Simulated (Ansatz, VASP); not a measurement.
MgO: VASP beside Ansatz

Contents of INCAR:

```
SYSTEM = MgO
  ALGO = Normal
  EDIFF = 1E-6
  ENCUT = 840
  GGA = CA
  GGA_COMPAT = .False.
  ISIF = 2
  ISMEAR = 0
  LASPH = .True.
  LCHARG = .False.
  LREAL = .False.
  LWAVE = .False.
  NBANDS = 15
  NELM = 120
  PREC = Accurate
  SIGMA = 0.05
```

File KPOINTS:

```
k-points
0
Gamma
  9 9 8
  0 0 0
```

The input POSCAR:

```
MgO
1.0
    2.9380209034      0.0000000000      0.0000000000
   -1.4690104517      2.4299027059      0.0000000000
    0.0000000000      0.0000000000      2.6796800000
Mg O
1 1
Direct
    0.0000000000      0.0000000000      0.0000000000
    0.3333333333      0.6666666667      0.5000000000
```

Input for Ansatz:

```yaml
crystal:
  lattice:
    - [2.9380209034, 0.0, 0.0]
    - [-1.4690104517, 2.4299027059, 0.0]
    - [0.0, 0.0, 2.67968]
  atoms:
    - { symbol: Mg, position: [0.0, 0.0, 0.0] }
    - { symbol: O, position: [0.3333333333, 0.6666666667, 0.5] }
basis:
  ecutwfc: 420
kpoints:
  mp_grid: { grid: [9, 9, 8] }
hamiltonian:
  xc: lda
scf:
  occupations: { method: gaussian, width: 0.05 }
output:
  forces: true
  stress: true
  eigenvalues: true
```

Change from the starting cell: strain -0.0450 x Voigt [0, 1, 0, 0, 0, 0], atoms carried along.

Alike in both runs: task single point; functional LDA; k mesh 9 × 9 × 8; occupations gaussian, width 0.05 eV; no spin polarisation.

|  | VASP | Ansatz |
| --- | --- | --- |
| version | VASP 6.6.1 | Ansatz 0.2.0 |
| potentials or method | VASP PAW LDA potentials, release 64 (Mg_sv, O), cutoff 840 eV | scalar-relativistic, plane waves, PAW |
| valence electrons in the cell | 16 | 16 |

Ansatz gave:

* gap on the k mesh at the Fermi level (eV): 3.15
* least direct gap on the mesh (eV): 3.61
* pressure (GPa): -3.6
* traceless stress, the component that is largest in VASP (GPa): 9.68
* rms of the force components (eV/Å): 0.016

Estimate VASP's values.

gap on the k mesh at the Fermi level (eV): 3.16; least direct gap on the mesh (eV): 3.62; pressure (GPa): -3.2; traceless stress, the component that is largest in VASP (GPa): 9.63; rms of the force components (eV/Å): 0.020.

LDA's correlation is that of Perdew and Zunger in VASP and of Perdew and Wang (1992) in Ansatz. Atom by atom the forces differ by 0.004 eV/Å (rms over components).
